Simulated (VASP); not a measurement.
Here is a VASP 6.6.1 calculation.

Contents of INCAR:

```
SYSTEM = C
ALGO = Normal ; EDIFF = 1E-6
ENCUT = 520 ; GGA = PE
ISIF = 2 ; ISMEAR = 0
IVDW = 12 ; LASPH = .True.
LCHARG = .False. ; LREAL = .False.
LWAVE = .False. ; NBANDS = 11
NELM = 60 ; PREC = Accurate
SIGMA = 0.03
```

Contents of KPOINTS:

```
k-points
0
Gamma
  18 18 18
  0 0 0
```

POSCAR

```
C
1.0
    0.0000000000      1.9741036185      3.6028610686
    1.3071498306      0.0000000000      3.6028610686
    1.3071498306      1.9741036185      0.0000000000
C
2
Direct
    0.1666966007      0.8333033993      0.1666966007
    0.8333033993      0.1666966007      0.8333033993
```

Potentials or basis: VASP PAW PBE potentials, release 64 (C).

Run with:

```sh
$ cat potpaw_PBE.64/C/POTCAR > POTCAR
$ mpirun -np 1 vasp_std > vasp.out
```

**Question.** What does it give for the dispersion energy per atom?

**Answer.** -0.140 eV.

**Question.** Predict the pressure.

**Answer.** 13.8 GPa.

Stress tensor (GPa, compression positive):
```
-40.87   0.00   0.00
  0.00  83.86   0.00
  0.00   0.00  -1.52
```

Caveat: the cell stands under pressure.
